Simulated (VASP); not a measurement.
A run of VASP 6.6.1:

Contents of INCAR:

```
SYSTEM = Cd
ALGO = Normal
EDIFF = 1E-7
ENCUT = 520
GGA = RE
ISIF = 2
ISMEAR = -1
LASPH = .True.
LCHARG = .False.
LREAL = .False.
LWAVE = .False.
NBANDS = 19
NELM = 80
PREC = Accurate
SIGMA = 0.1
```

File KPOINTS:

```
k-points
0
Gamma
  9 9 9
  0 0 0
```

Contents of POSCAR:

```
Cd
1.0
    0.0000000000      3.4351450985      3.4351450985
    3.4351450985      0.0000000000      3.4351450985
    3.4351450985      3.4351450985      0.0000000000
Cd
2
Direct
    0.1250000000      0.1250000000      0.1250000000
    0.8750000000      0.8750000000      0.8750000000
```

Potentials or basis: VASP PAW PBE potentials, release 64 (Cd).

Run with:

```console
$ cat potpaw_PBE.64/Cd/POTCAR > POTCAR
$ mpirun -np 1 vasp_std > vasp.out
```

Hardware: 1 thread of Intel(R) Xeon(R) Platinum 8175M CPU @ 2.50GHz (Skylake/Cascade Lake) (shared host).

Q: Estimate the wall time of this run.

A: It took 44 s on 1 thread of Intel(R) Xeon(R) Platinum 8175M CPU @ 2.50GHz (Skylake/Cascade Lake), with other jobs on the host, peak memory 0.21 GiB. Counts: scf iterations 14, k points 35.
